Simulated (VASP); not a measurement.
Set up this calculation in VASP 6.6.1, as the native input.

```
Task                   : single point
Functional             : PBEsol
Potentials or basis    : VASP PAW PBE potentials, release 64 (Tl_d)
Cutoff                 : 520 eV
k mesh                 : 11 × 11 × 11
Occupations            : fermi-dirac, width 0.1 eV
Spin                   : no spin polarisation
Dipole correction      : no
Further INCAR settings : ALGO = Normal; EDIFF = 1e-07; NBANDS = 12
```

The structure of Tl lies in POSCAR:

```
Tl
1.0
    3.0970122929      0.0000000000      0.0000000000
    0.0000000000      3.0970122929      0.0000000000
    0.0000000000      0.0000000000      3.0970122929
Tl
1
Direct
    0.0000000000      0.0000000000      0.0000000000
```

This isn't the form of Tl at room conditions, which is hcp.

The input as run:

INCAR

```
PREC = Accurate ; ENCUT = 520
EDIFF = 1E-7 ; ISMEAR = -1
SIGMA = 0.1 ; LREAL = F
LASPH = T ; NELM = 60
ALGO = Normal ; ISIF = 2
LWAVE = F ; LCHARG = F
GGA = PS ; NBANDS = 12
```

KPOINTS

```
Automatic mesh
0
Gamma
  11 11 11
```

Potentials or basis: VASP PAW PBE potentials, release 64 (Tl_d).

Command:

```bash
$ cat potpaw_PBE.64/Tl_d/POTCAR > POTCAR
$ mpirun -np 1 vasp_std > vasp.out
```

Results of the run:

The pressure is 1.6 GPa. The band gap on the k mesh is zero (an odd number of electrons rules out a gap without spin polarisation).

Caveat: the PAW data sets were made with another functional, which shifts forces and pressure a little; spin-orbit coupling is left out, which moves the levels of the heavy elements.

It took 10 s on 1 thread of Intel Xeon 8259CL, on a shared host, peak memory 0.15 GiB.
